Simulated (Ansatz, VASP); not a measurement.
**One calculation of Mg, two programs**

The input INCAR:

```
  ALGO = Normal
  EDIFF = 1E-7
  EDIFFG = -0.05
  ENCUT = 600
  GGA = PS
  IBRION = 2
  ISIF = 3
  ISMEAR = 0
  LASPH = T
  LCHARG = F
  LREAL = F
  LWAVE = F
  NELM = 60
  NSW = 80
  PREC = Accurate
  SIGMA = 0.1
```

KPOINTS

```
k-points
0
Gamma
  10 10 10
```

File POSCAR:

```
Mg
1.0
    0.0000000000      1.8878987010      1.8878987010
    1.8878987010      0.0000000000      1.8878987010
    1.8878987010      1.8878987010      0.0000000000
Mg
1
Direct
    0.0000000000      0.0000000000      0.0000000000
```

Input for Ansatz:

```yaml
crystal:
  lattice:
    - [0.0, 1.887898701, 1.887898701]
    - [1.887898701, 0.0, 1.887898701]
    - [1.887898701, 1.887898701, 0.0]
  atoms:
    - { symbol: Mg, position: [0.0, 0.0, 0.0] }
basis:
  ecutwfc: 420
kpoints:
  mp_grid: { grid: [10, 10, 10] }
hamiltonian:
  xc: pbesol
scf:
  occupations: { method: gaussian, width: 0.1 }
output:
  forces: true
  stress: true
  eigenvalues: true
relax:
  adjacent_minimum: "off"
  f_tol: 0.05
  max_steps: 60
  cell: { stress_tol: 0.5 }
```

Alike in both runs: task relaxation of cell and atoms; functional PBEsol; k mesh 10 × 10 × 10; occupations gaussian, width 0.1 eV; no spin polarisation.

|  | VASP | Ansatz |
| --- | --- | --- |
| version | VASP 6.6.1 | Ansatz 0.2.0 |
| potentials or method | VASP PAW PBE potentials, release 64 (Mg), cutoff 600 eV | scalar-relativistic, plane waves, PAW |
| valence electrons in the cell | 2 | 10 |

Ansatz gave:

| Property | Result |
| --- | --- |
| gap on the k mesh at the Fermi level, each at its own relaxed structure (eV) | none |
| relaxed volume (Å³/atom) | 22.47 |
| relaxed cell length with the largest relative difference (Å) | 3.167 |

Q: Which values does VASP return?

A: gap on the k mesh at the Fermi level, each at its own relaxed structure (eV): none; relaxed volume (Å³/atom): 22.67; relaxed cell length with the largest relative difference (Å): 3.177.

VASP's potentials were made for PBE, not for PBEsol. A gap of «none» marks a metal or a gap that the smearing closes. VASP's potentials hold 2 valence electrons a cell and Ansatz's 10, so a difference there can come from the potentials and not from the codes.

Noted on VASP's run: the volume moved by over 15 % at a fixed basis, so the end points are rough.
